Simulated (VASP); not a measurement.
# NaH (Cmcm) in VASP: further runs, part 2 of 2

VASP 6.6.1. The steps go on from the part before.

**3. Single point, PBE**

The input, INCAR:

```
SYSTEM = NaH
PREC = Accurate
ENCUT = 520
EDIFF = 1E-6
ISMEAR = 0
SIGMA = 0.02
LREAL = .FALSE.
LASPH = .TRUE.
NELM = 60
ALGO = Normal
ISIF = 2
LWAVE = .FALSE.
LCHARG = .TRUE.
GGA = PE
LELF = .TRUE.
LVHAR = .TRUE.
NBANDS = 16
```

The input, KPOINTS:

```
regular mesh
0
G
  8 8 8
  0 0 0
```

The input, POSCAR:

```
NaH
1.0
    1.6306639000     -5.7962887000      0.0000000000
    1.6306639000      5.7962887000      0.0000000000
    0.0000000000      0.0000000000      3.3538828000
Na H
2 2
Direct
    0.8552090000      0.1447910000      0.7500000000
    0.1447910000      0.8552090000      0.2500000000
    0.6438850000      0.3561150000      0.7500000000
    0.3561150000      0.6438850000      0.2500000000
```

Potentials or basis: VASP PAW PBE potentials, release 64 (Na_pv, H).

Launch:

```bash
> cat potpaw_PBE.64/Na_pv/POTCAR potpaw_PBE.64/H/POTCAR > POTCAR
> mpirun -np 1 vasp_std > vasp.out
```

OUTCAR:

```text
SYSTEM = NaH
   PREC = Accurate
   ENCUT = 520
   EDIFF = 1E-6
   ISMEAR = 0
   LREAL = .FALSE.
   LASPH = .TRUE.
   NELM = 60
   ISIF = 2
   GGA = PE

 ion  position               nearest neighbor table
   1  0.855  0.145  0.750-
   2  0.145  0.855  0.250-
   3  0.644  0.356  0.750-
   4  0.356  0.644  0.250-

  LATTYP: Found a base centered orthorhombic cell.
 ALAT       =     3.2613278000
 B/A-ratio  =     3.5545575639
 C/A-ratio  =     1.0283795453

  Lattice vectors:

 A1 = (   1.6306639000,  -5.7962887000,   0.0000000000)
 A2 = (   1.6306639000,   5.7962887000,   0.0000000000)
 A3 = (   0.0000000000,   0.0000000000,   3.3538828000)

Analysis of symmetry for initial positions (statically):
=====================================================================
 Subroutine PRICEL returns:
 Original cell was already a primitive cell.

 Routine SETGRP: Setting up the symmetry group for a
 base centered orthorhombic supercell.

 Subroutine GETGRP returns: Found  8 space group operations
 (whereof  4 operations were pure point group operations)
 out of a pool of  8 trial point group operations.

The static configuration has the point symmetry C_2h.
 The point group associated with its full space group is D_2h.

Analysis of symmetry for dynamics (positions and initial velocities):
=====================================================================
 Subroutine PRICEL returns:
 Original cell was already a primitive cell.

 Routine SETGRP: Setting up the symmetry group for a
 base centered orthorhombic supercell.

 Subroutine GETGRP returns: Found  8 space group operations
 (whereof  4 operations were pure point group operations)
 out of a pool of  8 trial point group operations.

The dynamic configuration has the point symmetry C_2h.
 The point group associated with its full space group is D_2h.

 Subroutine INISYM returns: Found  8 space group operations
 (whereof  4 operations are pure point group operations),
 and found     1 'primitive' translations

----------------------------------------------------------------------------------------

                                     Primitive cell

  volume of cell :      63.4005

  direct lattice vectors                    reciprocal lattice vectors
     1.630663900 -5.796288700  0.000000000     0.306623578 -0.086262094  0.000000000
     1.630663900  5.796288700  0.000000000     0.306623578  0.086262094  0.000000000
     0.000000000  0.000000000  3.353882800     0.000000000  0.000000000  0.298161880

  length of vectors
     6.021297821  6.021297821  3.353882800     0.318526557  0.318526557  0.298161880

  position of ions in fractional coordinates (direct lattice)
     0.855209000  0.144791000  0.750000000
     0.144791000  0.855209000  0.250000000
     0.643885000  0.356115000  0.750000000
     0.356115000  0.643885000  0.250000000

  ion indices of the primitive-cell ions
   primitive index   ion index
                 1           1
                 2           2
                 3           3
                 4           4

----------------------------------------------------------------------------------------

 KPOINTS: regular mesh

Automatic generation of k-mesh.
 Grid dimensions read from file:
 generate k-points for:    8    8    8

 Generating k-lattice:

  Cartesian coordinates                     Fractional coordinates (reciprocal lattice)
     0.038327947 -0.010782762  0.000000000     0.125000000  0.000000000  0.000000000
     0.038327947  0.010782762  0.000000000     0.000000000  0.125000000  0.000000000
     0.000000000  0.000000000  0.037270235     0.000000000  0.000000000  0.125000000

  Length of vectors
     0.039815820  0.039815820  0.037270235

  Shift w.r.t. Gamma in fractional coordinates (k-lattice)
     0.000000000  0.000000000  0.000000000

 Subroutine IBZKPT returns following result:
 ===========================================

 Found    105 irreducible k-points:

 Following reciprocal coordinates:
            Coordinates               Weight
  0.000000  0.000000  0.000000      1.000000
  0.125000 -0.000000  0.000000      4.000000
  0.250000 -0.000000  0.000000      4.000000
  0.375000 -0.000000  0.000000      4.000000
  0.500000 -0.000000  0.000000      2.000000
  0.125000  0.125000  0.000000      2.000000
[... 16 lines left out ...]
  0.125000 -0.000000  0.125000      8.000000
  0.250000 -0.000000  0.125000      8.000000
 [... further k-points ...]
   k-points           NKPTS =    105   k-points in BZ     NKDIM =    105   number of bands    NBANDS=     16
   number of dos      NEDOS =    301   number of ions     NIONS =      4
   total plane-waves  NPLWV =  64512
   dimension x,y,z NGX =    48 NGY =   48 NGZ =   28
   dimension x,y,z NGXF=    96 NGYF=   96 NGZF=   56
   ions per type =               2   2
   NGX,Y,Z   is equivalent  to a cutoff of  13.25, 13.25, 13.88 a.u.
   NGXF,Y,Z  is equivalent  to a cutoff of  26.51, 26.51, 27.76 a.u.
 SYSTEM =  NaH
   PREC   = accura    normal or accurate (medium, high low for compatibility)
   ISTART =      0    job   : 0-new  1-cont  2-samecut
   ICHARG =      2    charge: 1-file 2-atom 10-const
   ISPIN  =      1    spin polarized calculation?
   LNONCOLLINEAR =      F non collinear calculations
   LSORBIT =      F    spin-orbit coupling
   LASPH  =      T    aspherical Exc in radial PAW
   ENCUT  =  520.0 eV  38.22 Ry    6.18 a.u.  11.20 11.20  6.24*2*pi/ulx,y,z
   NELM   =     60;   NELMIN=  2; NELMDL= -5     # of ELM steps
   EDIFF  = 0.1E-05   stopping-criterion for ELM
   LREAL  =      F    real-space projection
   EDIFFG = 0.1E-04   stopping-criterion for IOM
   NSW    =      0    number of steps for IOM
   IBRION =     -1    ionic relax: 0-MD 1-quasi-New 2-CG
   NFREE  =      0    steps in history (QN), initial steepest desc. (CG)
   ISIF   =      2    stress and relaxation
   ISYM   =      2    0-nonsym 1-usesym 2-fastsym
   POTIM  = 0.5000    time-step for ionic-motion
   TEBEG  =    0.0;   TEEND  =   0.0 temperature during run
   PSTRESS=    0.0 pullay stress
   NELECT =      16.0000    total number of electrons
   NUPDOWN=      -1.0000    fix difference up-down
   EMIN   =  10.00;   EMAX   =-10.00  energy-range for DOS
   EFERMI =   0.00;   METHOD = LEGACY
   ISMEAR =     0;   SIGMA  =   0.02  broadening in eV -4-tet -1-fermi 0-gaus
   EFERMI_NEDOS =   21; number of points for ismear=-14 and -15
   IALGO  =     38    algorithm
   IMIX   =      4    mixing-type and parameters
     AMIX     =   0.40;   BMIX     =  1.00
     AMIX_MAG =   1.60;   BMIX_MAG =  1.00
  volume/ion in A,a.u.               =      15.85       106.96
  Fermi-wavevector in a.u.,A,eV,Ry     =   1.034548  1.955013 14.562178  1.070290
  Thomas-Fermi vector in A             =   2.168849
   LORBIT       =      0    0 simple, 1 ext, 2 COOP (PROOUT), +10 PAW based schemes
   GGA     = PE    functional components
   LHFCALC =     F    Hartree Fock is set to
   AEXX    =    0.0000 exact exchange contribution
   IVDW    =     0    specifies the selected vdW correction
   LEPSILON=     F    determine dielectric tensor
   LRPA    =     F    only Hartree local field effects (RPA)
 non-spin polarized calculation
 Gauss-broadening in eV      SIGMA  =   0.02
  energy-cutoff  :      520.00
  volume of cell :       63.40
 maximum number of plane-waves:      1724
 NGX is ok and might be reduce to    48
   NGX = 23   NGY = 23   NGZ = 13

 number of electron      16.0000005 magnetization

 Free energy of the ion-electron system (eV)
  ---------------------------------------------------
  ext. energy  EPLUGINS =         0.00000000
  ---------------------------------------------------
  free energy    TOTEN  =        -9.92366865 eV

  energy without entropy =       -9.92366865  energy(sigma->0) =       -9.92366865

 E-fermi :  -1.0701     XC(G=0):  -7.2716

 val. band max:       -1.2741182266   @ k =   0.2500   0.2500   0.5000
 cond. band min:       1.7746544467   @ k =   0.0000   0.0000   0.0000
 fundamental gap:      3.0487726733
 Fermi energy:        -1.0701113887

 k-point     1 :       0.0000    0.0000    0.0000
  band No.  band energies     occupation
      1     -23.7888      2.00000
      2     -23.7265      2.00000
      3     -23.6709      2.00000
      4     -23.6662      2.00000
      5     -23.6519      2.00000
      6     -23.6517      2.00000
[... 8 lines left out ...]
     15      11.9848      0.00000
     16      12.0105      0.00000
[... 419 lines left out ...]
 k-point    24 :       0.2500   -0.0000    0.1250
  band No.  band energies     occupation
      1     -23.7759      2.00000
      2     -23.7372      2.00000
      3     -23.6963      2.00000
      4     -23.6901      2.00000
      5     -23.6715      2.00000
      6     -23.6591      2.00000
[... 8 lines left out ...]
     15      12.6198      0.00000
     16      12.8301      0.00000

 [... further k-points ...]
[... 5 lines left out ...]
  --------------------------------------------------------------------------------------
  -------------------------------------------------------------------------------------
  Total       -0.0165192     -0.0030435     -0.0181385      0.0000000     -0.0000000      0.0000000
  in kB       -0.4174528     -0.0769124     -0.4583748      0.0000000     -0.0000000      0.0000000
  external PRESSURE =      -0.3175800 kB  Pullay stress =       0.0000000 kB

 VOLUME and BASIS-vectors are now :
 -----------------------------------------------------------------------------
  energy-cutoff  :      520.00
  volume of cell :       63.40
      direct lattice vectors                 reciprocal lattice vectors
     1.630663900 -5.796288700  0.000000000     0.306623578 -0.086262094  0.000000000
     1.630663900  5.796288700  0.000000000     0.306623578  0.086262094  0.000000000
     0.000000000  0.000000000  3.353882800     0.000000000  0.000000000  0.298161880

 POSITION                                       TOTAL-FORCE (eV/Angst)
 -----------------------------------------------------------------------------------
      1.63066     -4.11779      2.51541         0.000000      0.005797      0.000000
      1.63066      4.11779      0.83847         0.000000     -0.005797     -0.000000
      1.63066     -1.66800      2.51541         0.000000      0.005820     -0.000000
      1.63066      1.66800      0.83847         0.000000     -0.005820      0.000000
 -----------------------------------------------------------------------------------
    total drift:                               -0.000000     -0.000000      0.000000

  FREE ENERGIE OF THE ION-ELECTRON SYSTEM (eV)
  ---------------------------------------------------
  free  energy   TOTEN  =        -9.9236686505 eV

  energy  without entropy=       -9.9236686505  energy(sigma->0) =       -9.92366865
```

stdout:

```text
POSCAR found type information on POSCAR NaH
 POSCAR found :  2 types and       4 ions
 scaLAPACK will be used
 LDA part: xc-table for (Slater+PW92), standard interpolation
 POSCAR, INCAR and KPOINTS ok, starting setup
 FFT: planning ... GRIDC
 FFT: planning ... GRID_SOFT
 FFT: planning ... GRID
 WAVECAR not read
 entering main loop
```

Wall time 1.9 min (1 thread of Intel Xeon Platinum 8375C at 2.90GHz (Ice Lake), shared host); peak memory 0.27 GiB.

Results:

| Property | Result |
| --- | --- |
| Free energy | -9.9237 eV |
| Pressure | 0.0 GPa |
| Largest force | 0.006 eV/Å |
| Band gap on the k mesh | 3.05 eV, indirect (least direct gap 4.04 eV) |

Forces on the atoms (eV/Å):
```
Na   0.000  0.006  0.000
Na   0.000 -0.006  0.000
H    0.000  0.006  0.000
H    0.000 -0.006  0.000
```

Levels at points of the mesh, in eV from the valence-band top:
```
           k point  band 5  band 6  band 7  band 8  band 9  band 10  band 11  band 12
(0.00, 0.00, 0.00)  -22.38  -22.38   -3.50   -1.01    3.05     8.96    10.49    11.23
(0.50, 0.00, 0.00)  -22.38  -22.38   -1.15   -0.67    3.51     4.78     7.72     7.75
(0.50, 0.50, 0.00)  -22.38  -22.38   -2.94   -2.13    4.87     6.92    11.11    11.65
(0.00, 0.00, 0.50)  -22.38  -22.38   -1.14   -1.14    4.91     4.91     6.17     6.17
(0.50, 0.00, 0.50)  -22.43  -22.43    0.00    0.00    5.40     5.40     7.16     7.16
(0.50, 0.50, 0.50)  -22.38  -22.38   -1.02   -1.02    3.54     3.54     9.18     9.18
```

A k mesh can miss the band edges. A hybrid or GW would open this gap; PBE tends to underestimate it.

**4. Single point, PBE**

The input, INCAR:

```
PREC = Accurate ; ENCUT = 520
EDIFF = 1E-7 ; ISMEAR = 0
SIGMA = 0.02 ; LREAL = False
LASPH = True ; NELM = 80
ALGO = Normal ; ISIF = 2
LWAVE = False ; LCHARG = False
GGA = PE ; NBANDS = 16
```

The input, KPOINTS:

```
regular mesh
0
Gamma
  8 8 8
```

POSCAR is that of step 3.

Launch:

```bash
> cat potpaw_PBE.64/Na_pv/POTCAR potpaw_PBE.64/H/POTCAR > POTCAR
> mpirun -np 1 vasp_std > vasp.out
```

It took 1.9 min on 1 thread of Intel Xeon Platinum 8375C at 2.90GHz (Ice Lake), shared host; peak memory 0.27 GiB.

It converged, with:

| Item | Value |
| --- | --- |
| Free energy | -9.9237 eV |
| Pressure | 0.0 GPa |
| Largest force | 0.006 eV/Å |
| Band gap on the k mesh | 3.05 eV, indirect (least direct gap 4.03 eV) |

Forces on the atoms (eV/Å):
```
Na   0.000  0.005  0.000
Na   0.000 -0.005  0.000
H    0.000  0.006  0.000
H    0.000 -0.006  0.000
```

Levels at points of the mesh, in eV from the valence-band top:
| k point | band 6 | band 7 | band 8 | band 9 | band 10 | band 11 |
| --- | --- | --- | --- | --- | --- | --- |
| (0.00, 0.00, 0.00) | -22.38 | -3.50 | -1.01 | 3.05 | 8.96 | 10.49 |
| (0.50, 0.00, 0.00) | -22.38 | -1.15 | -0.67 | 3.51 | 4.78 | 7.72 |
| (0.50, 0.50, 0.00) | -22.38 | -2.94 | -2.13 | 4.87 | 6.92 | 11.11 |
| (0.00, 0.00, 0.50) | -22.38 | -1.14 | -1.14 | 4.91 | 4.91 | 6.17 |
| (0.50, 0.00, 0.50) | -22.43 | 0.00 | 0.00 | 5.40 | 5.40 | 7.16 |
| (0.50, 0.50, 0.50) | -22.38 | -1.02 | -1.02 | 3.54 | 3.54 | 9.18 |
